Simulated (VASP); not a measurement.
A run of VASP 6.6.1 is set up as follows.

INCAR

```
  ALGO = Normal
  EDIFF = 1E-7
  ENCUT = 520
  ISIF = 2
  ISMEAR = -1
  LASPH = True
  LCHARG = True
  LELF = True
  LREAL = False
  LVHAR = True
  LWAVE = False
  NBANDS = 20
  NELM = 100
  PREC = Accurate
  SIGMA = 0.1
```

File KPOINTS:

```
k-points
0
Gamma
  6 6 6
```

Contents of POSCAR:

```
LaBi
1.0
    0.0000000000      3.2825000000      3.2825000000
    3.2825000000      0.0000000000      3.2825000000
    3.2825000000      3.2825000000      0.0000000000
La Bi
1 1
Direct
    0.0000000000      0.0000000000      0.0000000000
    0.4961919269      0.4961919269      0.5038080731
```

Potentials or basis: VASP PAW LDA potentials, release 64 (La, Bi_d).

Command:

```bash
$ cat potpaw_LDA.64/La/POTCAR potpaw_LDA.64/Bi_d/POTCAR > POTCAR
$ mpirun -np 1 vasp_std > vasp.out
```

(1) Predict the pressure.

(2) Estimate the largest force.

(3) What does it give for the band gap on the k mesh?

## Answers

(1) -1.5 GPa.

(2) 0.084 eV/Å.

(3) zero (band 13 reaches 6.94 eV, above the bottom of band 14 at 6.47 eV).

Caveat: spin-orbit coupling is left out, which moves the levels of the heavy elements.
